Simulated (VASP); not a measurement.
SnO2, 6 atoms in the cell. It takes space group P6_3/mmc (No. 194, hexagonal). The conventional cell has a = 3.204 Å, b = 3.204 Å, c = 10.197 Å, α = 90.00°, β = 90.00°, γ = 120.00°. Within 2.8 Å of Sn (site symmetry -3m) lie 6 O at 2.11 Å. Within 2.8 Å of O (site symmetry 3m) lie 3 Sn at 2.11 Å and 3 O at 2.75 Å.  This cell differs from its parent crystal: atoms displaced along a vibrational mode, the cell strained.

- Program: VASP 6.6.1
- Task: single point
- Functional: PBEsol
- Dispersion: D3(BJ)
- Potentials or basis: VASP PAW PBE potentials, release 64 (Sn_d, O)
- Cutoff: 520 eV
- k mesh: 12 × 12 × 4
- Occupations: gaussian, width 0.05 eV
- Spin: no spin polarisation
- Dipole correction: no
- Further INCAR settings: ALGO = Normal; EDIFF = 1e-07; NBANDS = 35

Potentials or basis: VASP PAW PBE potentials, release 64 (Sn_d, O).

Command:

```bash
$ cat potpaw_PBE.64/Sn_d/POTCAR potpaw_PBE.64/O/POTCAR > POTCAR
$ mpirun -np 1 vasp_std > vasp.out
```

Hardware: 1 thread of Intel(R) Xeon(R) 6975P-C (Granite Rapids), with other jobs on the host.

How long does it take, and how much memory?

It took 98 s on 1 thread of Intel(R) Xeon(R) 6975P-C (Granite Rapids), with other jobs on the host, peak memory 0.3 GiB. Counts: scf iterations 15, k points 57.
